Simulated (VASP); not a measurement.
Here is a VASP 6.6.1 calculation.

File INCAR:

```
ALGO = Normal
EDIFF = 1E-6
ENCUT = 500
GGA_COMPAT = F
ISIF = 2
ISMEAR = 0
LASPH = T
LCHARG = F
LREAL = F
LWAVE = F
NBANDS = 20
NELM = 120
PREC = Accurate
SIGMA = 0.05
```

File KPOINTS:

```
k-points
0
Gamma
  4 4 4
```

POSCAR

```
PbSe2
1.0
    0.0000000000      3.6927810685      3.6927810685
    3.6927810685      0.0000000000      3.6927810685
    3.6927810685      3.6927810685      0.0000000000
Pb Se
1 2
Direct
    0.0000000000      0.0000000000      0.0000000000
    0.2500000000      0.2500000000      0.2500000000
    0.7500000000      0.7500000000      0.7500000000
```

Potentials or basis: VASP PAW LDA potentials, release 64 (Pb_d, Se).

Command:

```console
$ cat potpaw_LDA.64/Pb_d/POTCAR potpaw_LDA.64/Se/POTCAR > POTCAR
$ mpirun -np 1 vasp_std > vasp.out
```

**Question.** Estimate the band gap on the k mesh.

**Answer.** Zero (band 13 reaches 2.40 eV, above the bottom of band 14 at 1.17 eV).

**Question.** What does it give for the pressure?

**Answer.** -6.2 GPa.

Caveat: the k points lie up to 0.37 Å⁻¹ apart; spin-orbit coupling is left out, which moves the levels of the heavy elements.
